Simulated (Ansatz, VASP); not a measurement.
La2O3: VASP beside Ansatz

File POSCAR:

```
La2O3
1.0
    3.1252702203      1.8043756030      5.2094948147
   -3.1252702203      1.8043756030      5.2094948147
    0.0000000000     -3.6087512060      5.2094948147
La O
4 6
Direct
    0.8625870744      0.8625870744      0.8625870744
    0.3625870744      0.3625870744      0.3625870744
    0.1374129256      0.1374129256      0.1374129256
    0.6374129256      0.6374129256      0.6374129256
    0.4643660243      0.0356339757      0.7500000000
    0.0356339757      0.7500000000      0.4643660243
    0.5356339757      0.9643660243      0.2500000000
    0.2500000000      0.5356339757      0.9643660243
    0.9643660243      0.2500000000      0.5356339757
    0.7500000000      0.4643660243      0.0356339757
```

INCAR.step1

```
SYSTEM = La2O3
PREC     = Accurate       ! precision mode
ENCUT    = 520            ! plane-wave cutoff, eV
ISMEAR   = 0              ! smearing method
SIGMA    = 0.01           ! smearing width, eV
LREAL    = .FALSE.        ! projectors in reciprocal space
LASPH    = .TRUE.         ! aspherical terms in the spheres
NELM     = 100            ! most SCF steps
NBANDS   = 51             ! bands
GGA      = PE             ! functional
ALGO     = Normal         ! electronic algorithm
EDIFF    = 1E-4           ! SCF threshold, eV
LWAVE    = .TRUE.         ! write WAVECAR
LCHARG   = .FALSE.        ! write CHGCAR
```

File INCAR.step2:

```
SYSTEM = La2O3
PREC     = Accurate       ! precision mode
ENCUT    = 520            ! plane-wave cutoff, eV
EDIFF    = 1E-6           ! SCF threshold, eV
ISMEAR   = 0              ! smearing method
SIGMA    = 0.01           ! smearing width, eV
LREAL    = .FALSE.        ! projectors in reciprocal space
LASPH    = .TRUE.         ! aspherical terms in the spheres
NELM     = 100            ! most SCF steps
ALGO     = Normal         ! electronic algorithm
ISIF     = 2              ! what is computed and relaxed
LWAVE    = .FALSE.        ! write WAVECAR
LCHARG   = .FALSE.        ! write CHGCAR
METAGGA  = R2SCAN         ! meta-GGA
LMIXTAU  = .TRUE.       
NBANDS   = 51             ! bands
ISTART   = 1
```

KPOINTS

```
Automatic mesh
0
G
  6 6 6
  0 0 0
```

Input for Ansatz:

```yaml
crystal:
  lattice:
    - [3.1252702203, 1.804375603, 5.2094948147]
    - [-3.1252702203, 1.804375603, 5.2094948147]
    - [0.0, -3.608751206, 5.2094948147]
  atoms:
    - { symbol: La, position: [0.8625870744, 0.8625870744, 0.8625870744] }
    - { symbol: La, position: [0.3625870744, 0.3625870744, 0.3625870744] }
    - { symbol: La, position: [0.1374129256, 0.1374129256, 0.1374129256] }
    - { symbol: La, position: [0.6374129256, 0.6374129256, 0.6374129256] }
    - { symbol: O, position: [0.4643660243, 0.0356339757, 0.75] }
    - { symbol: O, position: [0.0356339757, 0.75, 0.4643660243] }
    - { symbol: O, position: [0.5356339757, 0.9643660243, 0.25] }
    - { symbol: O, position: [0.25, 0.5356339757, 0.9643660243] }
    - { symbol: O, position: [0.9643660243, 0.25, 0.5356339757] }
    - { symbol: O, position: [0.75, 0.4643660243, 0.0356339757] }
kpoints:
  mp_grid: { grid: [6, 6, 6] }
  band_path:
    path:
      - [0.0, 0.0, 0.0]
      - [0.5, 0.5, 0.5]
      - [0.7533551724, 0.2466448276, 0.5]
      - [0.5, -0.2466448276, 0.2466448276]
      - [0.5, 0.0, 0.0]
      - [0.3733224138, -0.3733224138, 0.0]
      - [0.6266775862, 0.0, 0.3733224138]
      - [0.5, 0.0, 0.5]
      - [0.229167, -0.333333, -0.333333]
      - [0.0746644828, -0.0746644828, 0.0]
    npoints: 1
hamiltonian:
  xc: r2scan
scf:
  occupations: { method: fixed }
  n_extra_bands: 6
output:
  forces: true
  stress: true
  eigenvalues: true
  write_density: true
  write_potential: true
  elf: true
  volumetric_format: npy
```

Alike in both runs: task single point; functional r2SCAN; k mesh 6 × 6 × 6; no spin polarisation.

|  | VASP | Ansatz |
| --- | --- | --- |
| version | VASP 6.6.1 | Ansatz 0.2.0 |
| potentials or method | VASP PAW PBE potentials, release 64 (La, O) | plane waves, PAW |
| plane-wave cutoff (eV) | 520 | 500 |
| occupations | gaussian, width 0.01 eV | fixed |
| valence electrons in the cell | 80 | 80 |

Ansatz gave:

* gap on the k mesh at the Fermi level (eV): 4.24
* pressure (GPa): 0.0
* traceless stress, the component that is largest in VASP (GPa): -0.01
* rms of the force components (eV/Å): 0.000

**Question.** What did VASP give for the same quantities?

**Answer.** gap on the k mesh at the Fermi level (eV): 4.25; pressure (GPa): -0.4; traceless stress, the component that is largest in VASP (GPa): 0.06; rms of the force components (eV/Å): 0.006.

VASP's potentials were made for PBE, not for r2SCAN. Atom by atom the forces differ by 0.006 eV/Å (rms over components).

Neither program's run includes spin-orbit coupling.
